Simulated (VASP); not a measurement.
# SiC53 (a cell with a defect) in VASP: single point with PBE

Aim: the single point of SiC53 (a cell with a defect) with PBE.

Program: VASP 6.6.1. These are calculated values, not measurements. Logs are shortened: lines on timing, memory, paths and dates and some standing lists are left out, and cuts for length are marked.

### Step 1. The cell of the first run

The cell holds a defect, 54 atoms: a = 7.576 Å, b = 7.576 Å, c = 7.576 Å, α = 60.00°, β = 60.00°, γ = 60.00°.

### Step 2. Single point, PBE

INCAR reads:

```
ALGO = Normal ; EDIFF = 1E-6
ENCUT = 520 ; GGA = PE
GGA_COMPAT = F ; ISIF = 2
ISMEAR = 0 ; LASPH = T
LCHARG = F ; LREAL = Auto
LWAVE = F ; NBANDS = 141
NELM = 120 ; PREC = Accurate
SIGMA = 0.01
```

KPOINTS reads:

```
k-points
0
Gamma
  2 2 2
```

POSCAR reads:

```
SiC53
1.0
   -5.3572106033     -5.3572106033      0.0000000000
   -5.3572106033      0.0000000000     -5.3572106033
    0.0000000000     -5.3572106033     -5.3572106033
Si C
1 53
Direct
    0.3333333333      0.6666666667      0.6666666667
   -0.0029568903      0.6656068433      0.6656068433
    0.6717432036      0.6656068433      0.6656068433
    0.3322735100      0.3303764431      0.6656068433
   -0.0001548410      0.3331784924      0.6671311896
    0.6717432036      0.3303764431      0.6656068433
    0.3322735100      1.0050765370      0.6656068433
   -0.0029568903      1.0050765370      0.6656068433
    0.6667756104      1.0001089438      0.6663398354
    0.3322735100      0.6656068433      0.3303764431
   -0.0001548410      0.6671311896      0.3331784924
    0.6717432036      0.6656068433      0.3303764431
    0.3337978563      0.3331784924      0.3331784924
   -0.0001548410      0.3331784924      0.3331784924
    0.6669144077      0.3330855923      0.3330855923
    0.3322735100      1.0050765370      0.3303764431
   -0.0002477411      1.0002477411      0.3330855923
    0.6669144077      1.0002477411      0.3330855923
    0.3322735100      0.6656068433      1.0050765370
   -0.0029568903      0.6656068433      1.0050765370
    0.6667756104      0.6663398354      1.0001089438
    0.3322735100      0.3303764431      1.0050765370
   -0.0002477411      0.3330855923      1.0002477411
    0.6669144077      0.3330855923      1.0002477411
    0.3330065020      1.0001089438      1.0001089438
   -0.0002477411      1.0002477411      1.0002477411
    0.6667756104      1.0001089438      1.0001089438
    0.6108248804      0.5741694843      0.5741694843
    0.2408361510      0.5741694843      0.5741694843
    0.9159478942      0.5840521058      0.5840521058
    0.5837126477      0.2498907050      0.5826839996
    0.2507187725      0.2492812275      0.5840521058
    0.9159478942      0.2492812275      0.5840521058
    0.5837126477      0.9170459810      0.5826839996
    0.2408361510      0.9441582138      0.5741694843
    0.9165573717      0.9170459810      0.5826839996
    0.5837126477      0.5826839996      0.2498907050
    0.2507187725      0.5840521058      0.2492812275
    0.9159478942      0.5840521058      0.2492812275
    0.5835131635      0.2499400566      0.2499400566
    0.2507187725      0.2492812275      0.2492812275
    0.9166067233      0.2499400566      0.2499400566
    0.5837126477      0.9170459810      0.2498907050
    0.2493506663      0.9170459810      0.2498907050
    0.9166067233      0.9168464969      0.2499400566
    0.5837126477      0.5826839996      0.9170459810
    0.2408361510      0.5741694843      0.9441582138
    0.9165573717      0.5826839996      0.9170459810
    0.5837126477      0.2498907050      0.9170459810
    0.2493506663      0.2498907050      0.9170459810
    0.9166067233      0.2499400566      0.9168464969
    0.5833333333      0.9166666667      0.9166666667
    0.2493506663      0.9170459810      0.9170459810
    0.9165573717      0.9170459810      0.9170459810
```

Potentials or basis: VASP PAW PBE potentials, release 64 (Si, C).

Run with:

```bash
> cat potpaw_PBE.64/Si/POTCAR potpaw_PBE.64/C/POTCAR > POTCAR
> mpirun -np 1 vasp_std > vasp.out
```

OUTCAR:

```text
EDIFF = 1E-6
   ENCUT = 520
   GGA = PE
   ISIF = 2
   ISMEAR = 0
   LASPH = T
   LREAL = Auto
   NELM = 120
   PREC = Accurate

 ion  position               nearest neighbor table
   1  0.333  0.667  0.667-  29 1.72  35 1.72  47 1.72  28 1.72   3 2.56   7 2.56   8 2.56  19 2.56
                            20 2.56  16 2.56  22 2.56   6 2.56  12 2.56  10 2.56   4 2.56   2 2.56
   2  0.997  0.666  0.666-  30 1.51  29 1.51  36 1.56  48 1.56   1 2.56
   3  0.672  0.666  0.666-  30 1.51  28 1.51  34 1.56  46 1.56   1 2.56
   4  0.332  0.330  0.666-  32 1.51  29 1.51  31 1.56  50 1.56   1 2.56
   5  1.000  0.333  0.667-  51 1.54  30 1.55  32 1.55  33 1.55
   6  0.672  0.330  0.666-  33 1.51  28 1.51  31 1.56  49 1.56   1 2.56
   7  0.332  0.005  0.666-  32 1.51  35 1.51  34 1.56  53 1.56   1 2.56
   8  0.997  0.005  0.666-  33 1.51  35 1.51  36 1.56  54 1.56   1 2.56
   9  0.667  0.000  0.666-  31 1.55  36 1.55  34 1.55  52 1.55
  10  0.332  0.666  0.330-  38 1.51  29 1.51  37 1.56  44 1.56   1 2.56
  11  1.000  0.667  0.333-  45 1.54  30 1.55  38 1.55  39 1.55
  12  0.672  0.666  0.330-  39 1.51  28 1.51  37 1.56  43 1.56   1 2.56
  13  0.334  0.333  0.333-  40 1.54  38 1.55  32 1.55  41 1.55
  14  1.000  0.333  0.333-  42 1.54  39 1.55  33 1.55  41 1.55
  15  0.667  0.333  0.333-  31 1.54  37 1.54  40 1.54  42 1.54
  16  0.332  0.005  0.330-  41 1.51  35 1.51  43 1.56  44 1.56   1 2.56
  17  1.000  0.000  0.333-  36 1.54  44 1.54  45 1.54  42 1.54
  18  0.667  0.000  0.333-  34 1.54  43 1.54  40 1.54  45 1.54
  19  0.332  0.666  0.005-  38 1.51  47 1.51  46 1.56  53 1.56   1 2.56
  20  0.997  0.666  0.005-  39 1.51  47 1.51  48 1.56  54 1.56   1 2.56
  21  0.667  0.666  0.000-  37 1.55  48 1.55  46 1.55  52 1.55
  22  0.332  0.330  0.005-  41 1.51  47 1.51  49 1.56  50 1.56   1 2.56
  23  1.000  0.333  0.000-  48 1.54  50 1.54  51 1.54  42 1.54
[... 29 lines left out ...]
  53  0.249  0.917  0.917-  26 1.54  25 1.55   7 1.56  19 1.56
  54  0.917  0.917  0.917-  26 1.54  27 1.55   8 1.56  20 1.56

  LATTYP: Found a face centered cubic cell.
 ALAT       =    10.7144212066

  Lattice vectors:

 A1 = (  -5.3572106033,  -5.3572106033,   0.0000000000)
 A2 = (  -5.3572106033,   0.0000000000,  -5.3572106033)
 A3 = (   0.0000000000,  -5.3572106033,  -5.3572106033)

Analysis of symmetry for initial positions (statically):
=====================================================================
 Subroutine PRICEL returns:
 Original cell was already a primitive cell.

 Routine SETGRP: Setting up the symmetry group for a
 face centered cubic supercell.

 Subroutine GETGRP returns: Found 24 space group operations
 (whereof  4 operations were pure point group operations)
 out of a pool of 48 trial point group operations.

The static configuration has the point symmetry C_2v.
 The point group associated with its full space group is T_d .

Analysis of symmetry for dynamics (positions and initial velocities):
=====================================================================
 Subroutine PRICEL returns:
 Original cell was already a primitive cell.

 Routine SETGRP: Setting up the symmetry group for a
 face centered cubic supercell.

 Subroutine GETGRP returns: Found 24 space group operations
 (whereof  4 operations were pure point group operations)
 out of a pool of 48 trial point group operations.

The dynamic configuration has the point symmetry C_2v.
 The point group associated with its full space group is T_d .

 Subroutine INISYM returns: Found 24 space group operations
 (whereof  4 operations are pure point group operations),
 and found     1 'primitive' translations

----------------------------------------------------------------------------------------

                                     Primitive cell

  volume of cell :     307.5007

  direct lattice vectors                    reciprocal lattice vectors
    -5.357210603 -5.357210603  0.000000000    -0.093332153 -0.093332153  0.093332153
    -5.357210603  0.000000000 -5.357210603    -0.093332153  0.093332153 -0.093332153
     0.000000000 -5.357210603 -5.357210603     0.093332153 -0.093332153 -0.093332153

  length of vectors
     7.576239892  7.576239892  7.576239892     0.161656031  0.161656031  0.161656031

  position of ions in fractional coordinates (direct lattice)
     0.333333333  0.666666667  0.666666667
     0.997043110  0.665606843  0.665606843
     0.671743204  0.665606843  0.665606843
     0.332273510  0.330376443  0.665606843
     0.999845159  0.333178492  0.667131190
     0.671743204  0.330376443  0.665606843
[... 46 lines left out ...]
     0.249350666  0.917045981  0.917045981
     0.916557372  0.917045981  0.917045981

  ion indices of the primitive-cell ions
   primitive index   ion index
                 1           1
                 2           2
                 3           3
                 4           4
                 5           5
                 6           6
[... 46 lines left out ...]
                53          53
                54          54

----------------------------------------------------------------------------------------

 KPOINTS: k-points

Automatic generation of k-mesh.
 Grid dimensions read from file:
 generate k-points for:    2    2    2

 Generating k-lattice:

  Cartesian coordinates                     Fractional coordinates (reciprocal lattice)
    -0.046666077 -0.046666077  0.046666077     0.500000000  0.000000000  0.000000000
    -0.046666077  0.046666077 -0.046666077     0.000000000  0.500000000  0.000000000
     0.046666077 -0.046666077 -0.046666077     0.000000000  0.000000000  0.500000000

  Length of vectors
     0.080828016  0.080828016  0.080828016

  Shift w.r.t. Gamma in fractional coordinates (k-lattice)
     0.000000000  0.000000000  0.000000000

 Subroutine IBZKPT returns following result:
 ===========================================

 Found      3 irreducible k-points:

 Following reciprocal coordinates:
            Coordinates               Weight
  0.000000  0.000000  0.000000      1.000000
  0.500000  0.000000  0.000000      4.000000
  0.500000  0.500000  0.000000      3.000000
   k-points           NKPTS =      3   k-points in BZ     NKDIM =      3   number of bands    NBANDS=    141
   number of dos      NEDOS =    301   number of ions     NIONS =     54
   total plane-waves  NPLWV = 175616
   dimension x,y,z NGX =    56 NGY =   56 NGZ =   56
   dimension x,y,z NGXF=   112 NGYF=  112 NGZF=  112
   ions per type =               1  53
   NGX,Y,Z   is equivalent  to a cutoff of  12.29, 12.29, 12.29 a.u.
   NGXF,Y,Z  is equivalent  to a cutoff of  24.58, 24.58, 24.58 a.u.
 SYSTEM =  unknown system
   PREC   = accura    normal or accurate (medium, high low for compatibility)
   ISTART =      0    job   : 0-new  1-cont  2-samecut
   ICHARG =      2    charge: 1-file 2-atom 10-const
   ISPIN  =      1    spin polarized calculation?
   LNONCOLLINEAR =      F non collinear calculations
   LSORBIT =      F    spin-orbit coupling
   LASPH  =      T    aspherical Exc in radial PAW
   ENCUT  =  520.0 eV  38.22 Ry    6.18 a.u.  14.09 14.09 14.09*2*pi/ulx,y,z
   NELM   =    120;   NELMIN=  2; NELMDL= -5     # of ELM steps
   EDIFF  = 0.1E-05   stopping-criterion for ELM
   LREAL  =      T    real-space projection
   EDIFFG = 0.1E-04   stopping-criterion for IOM
   NSW    =      0    number of steps for IOM
   IBRION =     -1    ionic relax: 0-MD 1-quasi-New 2-CG
   NFREE  =      0    steps in history (QN), initial steepest desc. (CG)
   ISIF   =      2    stress and relaxation
   ISYM   =      2    0-nonsym 1-usesym 2-fastsym
   POTIM  = 0.5000    time-step for ionic-motion
   TEBEG  =    0.0;   TEEND  =   0.0 temperature during run
   PSTRESS=    0.0 pullay stress
   NELECT =     216.0000    total number of electrons
   NUPDOWN=      -1.0000    fix difference up-down
   EMIN   =  10.00;   EMAX   =-10.00  energy-range for DOS
   EFERMI =   0.00;   METHOD = LEGACY
   ISMEAR =     0;   SIGMA  =   0.01  broadening in eV -4-tet -1-fermi 0-gaus
   EFERMI_NEDOS =   21; number of points for ismear=-14 and -15
   IALGO  =     38    algorithm
   IMIX   =      4    mixing-type and parameters
     AMIX     =   0.40;   BMIX     =  1.00
     AMIX_MAG =   1.60;   BMIX_MAG =  1.00
  volume/ion in A,a.u.               =       5.69        38.43
  Fermi-wavevector in a.u.,A,eV,Ry     =   1.455272  2.750064 28.814625  2.117815
  Thomas-Fermi vector in A             =   2.572325
   LORBIT       =      0    0 simple, 1 ext, 2 COOP (PROOUT), +10 PAW based schemes
   GGA     = PE    functional components
   LHFCALC =     F    Hartree Fock is set to
   AEXX    =    0.0000 exact exchange contribution
   IVDW    =     0    specifies the selected vdW correction
   LEPSILON=     F    determine dielectric tensor
   LRPA    =     F    only Hartree local field effects (RPA)
 non-spin polarized calculation
 Gauss-broadening in eV      SIGMA  =   0.01
  energy-cutoff  :      520.00
  volume of cell :      307.50
 maximum number of plane-waves:      8363
   NGX = 29   NGY = 29   NGZ = 29

 number of electron     216.0000001 magnetization

 Free energy of the ion-electron system (eV)
  ---------------------------------------------------
  ext. energy  EPLUGINS =         0.00000000
  ---------------------------------------------------
  free energy    TOTEN  =      -482.41855330 eV

  energy without entropy =     -482.41855330  energy(sigma->0) =     -482.41855330

 E-fermi :  10.2395     XC(G=0): -13.2702

 val. band max:       10.1751971795   @ k =   0.0000   0.0000   0.0000
 cond. band min:      14.0062558440   @ k =   0.0000   0.0000   0.0000
 fundamental gap:      3.8310586646
 Fermi energy:        10.2394603862

 k-point     1 :       0.0000    0.0000    0.0000
  band No.  band energies     occupation
      1     -11.5102      2.00000
      2      -8.6472      2.00000
      3      -8.6472      2.00000
      4      -8.6472      2.00000
      5      -8.5095      2.00000
      6      -8.4840      2.00000
[... 358 lines left out ...]
    119      17.0267      0.00000
    120      17.0904      0.00000
 [bands above 120 left out]

------------------------ aborting loop because EDIFF is reached ----------------------------------------

  FORCE on cell =-STRESS in cart. coord.  units (eV):
  Direction    XX          YY          ZZ          XY          YZ          ZX
  --------------------------------------------------------------------------------------
  -------------------------------------------------------------------------------------
  Total       26.8203488     26.8203488     26.8203488     -0.0000000      0.0000000      0.0000000
  in kB      139.7426095    139.7426095    139.7426095     -0.0000000      0.0000000      0.0000000
  external PRESSURE =     139.7426095 kB  Pullay stress =       0.0000000 kB

 VOLUME and BASIS-vectors are now :
 -----------------------------------------------------------------------------
  energy-cutoff  :      520.00
  volume of cell :      307.50
      direct lattice vectors                 reciprocal lattice vectors
    -5.357210603 -5.357210603  0.000000000    -0.093332153 -0.093332153  0.093332153
    -5.357210603  0.000000000 -5.357210603    -0.093332153  0.093332153 -0.093332153
     0.000000000 -5.357210603 -5.357210603     0.093332153 -0.093332153 -0.093332153

 POSITION                                       TOTAL-FORCE (eV/Angst)
 -----------------------------------------------------------------------------------
     -5.35721     -5.35721     -7.14295         0.000000      0.000000      0.000000
     -8.90717     -8.90717     -7.13159        -0.005559     -0.005559     -0.011206
     -7.16447     -7.16447     -7.13159         0.005559      0.005559     -0.011206
     -3.54996     -5.34586     -5.33569        -0.005559     -0.011206     -0.005559
     -7.14129     -8.93034     -5.35887         0.000841     -0.000841     -0.000841
     -5.36857     -7.16447     -5.33569         0.011206      0.005559     -0.005559
[... 46 lines left out ...]
     -6.24863     -6.24863     -9.82562        -0.007112     -0.007112      0.005498
     -9.82300     -9.82300     -9.82562         0.007112      0.007112      0.005498
 -----------------------------------------------------------------------------------
    total drift:                               -0.000004     -0.000004      0.000008

  FREE ENERGIE OF THE ION-ELECTRON SYSTEM (eV)
  ---------------------------------------------------
  free  energy   TOTEN  =      -482.4185533022 eV

  energy  without entropy=     -482.4185533022  energy(sigma->0) =     -482.41855330
```

It took 4.7 min on 1 thread of Intel Xeon Platinum 8259CL at 2.50GHz (Skylake/Cascade Lake), shared host; peak memory 0.43 GiB.

What came out:

* Free energy: -482.4186 eV
* Pressure: 14.0 GPa
* Largest force: 0.046 eV/Å
* Band gap on the k mesh: 3.83 eV

Forces on the atoms (eV/Å):
```
Si   0.000  0.000  0.000
C   -0.006 -0.006 -0.011
C    0.006  0.006 -0.011
C   -0.006 -0.011 -0.006
C    0.001 -0.001 -0.001
C    0.011  0.006 -0.006
C    0.006 -0.011  0.006
C    0.011 -0.006  0.006
C    0.001 -0.001 -0.001
C   -0.011 -0.006 -0.006
C   -0.001  0.001 -0.001
C    0.006  0.011 -0.006
C   -0.001 -0.001  0.001
C    0.001  0.001  0.001
C    0.000  0.000 -0.005
C    0.006 -0.006  0.011
C    0.000 -0.005  0.000
C    0.005  0.000  0.000
C   -0.011  0.006  0.006
C   -0.006  0.011  0.006
C   -0.001  0.001 -0.001
C   -0.006  0.006  0.011
C   -0.005  0.000  0.000
C    0.000  0.005  0.000
C   -0.001 -0.001  0.001
C    0.000  0.000  0.005
C    0.001  0.001  0.001
C    0.026  0.026 -0.026
C   -0.026 -0.026 -0.026
C    0.000  0.000  0.000
C    0.007 -0.007 -0.005
C    0.000  0.000  0.000
C    0.000  0.000  0.000
C    0.005 -0.007 -0.007
C    0.026 -0.026  0.026
C    0.007 -0.005 -0.007
C   -0.007  0.007 -0.005
C    0.000  0.000  0.000
C    0.000  0.000  0.000
C    0.000  0.000  0.000
C    0.000  0.000  0.000
C    0.000  0.000  0.000
C    0.005  0.007  0.007
C   -0.007 -0.005  0.007
C    0.000  0.000  0.000
C   -0.007  0.005 -0.007
C   -0.026  0.026  0.026
C   -0.005  0.007 -0.007
C    0.007  0.005  0.007
C   -0.005 -0.007  0.007
C    0.000  0.000  0.000
C    0.000  0.000  0.000
C   -0.007 -0.007  0.005
C    0.007  0.007  0.005
```

Levels at points of the mesh, in eV from the valence-band top:
```tsv
k point	band 105	band 106	band 107	band 108	band 109	band 110	band 111	band 112
(0.00, 0.00, 0.00)	-1.54	0.00	0.00	0.00	3.83	3.83	3.89	3.89
(0.50, 0.00, 0.00)	-1.28	-1.28	-0.70	-0.70	4.88	4.90	4.90	4.95
(0.50, 0.50, 0.00)	-1.75	-1.52	-1.02	-1.02	4.29	4.46	4.73	4.84
```

Caveat: the k points lie up to 0.51 Å⁻¹ apart.
